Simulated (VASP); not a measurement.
Mg:

```xyz
2
Lattice="3.2093 0.0000 0.0000 -1.6046 2.7793 0.0000 0.0000 0.0000 5.2103" Properties=species:S:1:pos:R:3 pbc="T T T"
Mg    1.6047    0.9264    3.9077
Mg    0.0000    1.8529    1.3026
```

- Program: VASP 6.6.1
- Task: relaxation of cell and atoms
- Functional: PBEsol
- Potentials or basis: VASP PAW PBE potentials, release 64 (Mg)
- Cutoff: 600 eV
- k mesh: 10 × 10 × 5
- Occupations: fermi-dirac, width 0.05 eV
- Spin: no spin polarisation

At the start: pressure -1.1 GPa; volume 23.24 Å³/atom.

Task: Where does the relaxation end?

Result: Over 7 steps the energy falls by 4.8 meV/atom and the volume is 22.55 Å³/atom (-3.0 %); space group P6_3/mmc (No. 194, to 0.05 Å).

The path:
| step | energy change (eV) | largest force (eV/Å) | pressure (GPa) | volume (Å³) |
| --- | --- | --- | --- | --- |
| 1 | 0.0000 | 0.0000 | -1.10 | 46.47 |
| 2 | -0.0065 | 0.0000 | -0.28 | 45.41 |
| 3 | -0.0076 | 0.0000 | 0.23 | 44.81 |
| 4 | -0.0091 | 0.0000 | 0.22 | 44.83 |
| 5 | -0.0094 | 0.0000 | 0.21 | 44.85 |
| 6 | -0.0094 | 0.0000 | 0.21 | 44.85 |
| 7 | -0.0096 | 0.0000 | 0.00 | 45.09 |

Final structure:
```xyz
2
Lattice="3.1470 0.0000 0.0000 -1.5735 2.7254 0.0000 0.0000 0.0000 5.2579" Properties=species:S:1:pos:R:3 pbc="T T T"
Mg    1.5735    0.9085    3.9434
Mg    0.0000    1.8169    1.3145
```

Caveat: the PAW data sets were made with another functional, which shifts forces and pressure a little.
